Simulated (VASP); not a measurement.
Al12HC, 14 atoms in the cell. The cell holds a slab with vacuum, 14 atoms: a = 5.728 Å, b = 5.728 Å, c = 17.677 Å, α = 90.00°, β = 90.00°, γ = 60.00°. 

| Item | Value |
| --- | --- |
| Program | VASP 6.6.1 |
| Task | single point |
| Functional | PBE |
| Potentials or basis | VASP PAW PBE potentials, release 64 (Al, C, H) |
| Cutoff | 520 eV |
| k mesh | 3 × 3 × 1 |
| Occupations | fermi-dirac, width 0.15 eV |
| Spin | no spin polarisation |
| Dipole correction | no |
| Further INCAR settings | ALGO = Normal; EDIFF = 1e-07; NBANDS = 34 |

Potentials or basis: VASP PAW PBE potentials, release 64 (Al, C, H).

Launch:

```bash
$ cat potpaw_PBE.64/Al/POTCAR potpaw_PBE.64/C/POTCAR potpaw_PBE.64/H/POTCAR > POTCAR
$ mpirun -np 1 vasp_std > vasp.out
```

Hardware: 1 thread of AMD EPYC 9R14 (Zen 4), on a shared host.

Problem. How long does it take, and how much memory?

Solution. Run time: 2.8 min on 1 thread of AMD EPYC 9R14 (Zen 4), on a shared host, peak memory 0.65 GiB. Counts: scf iterations 25, k points 5.
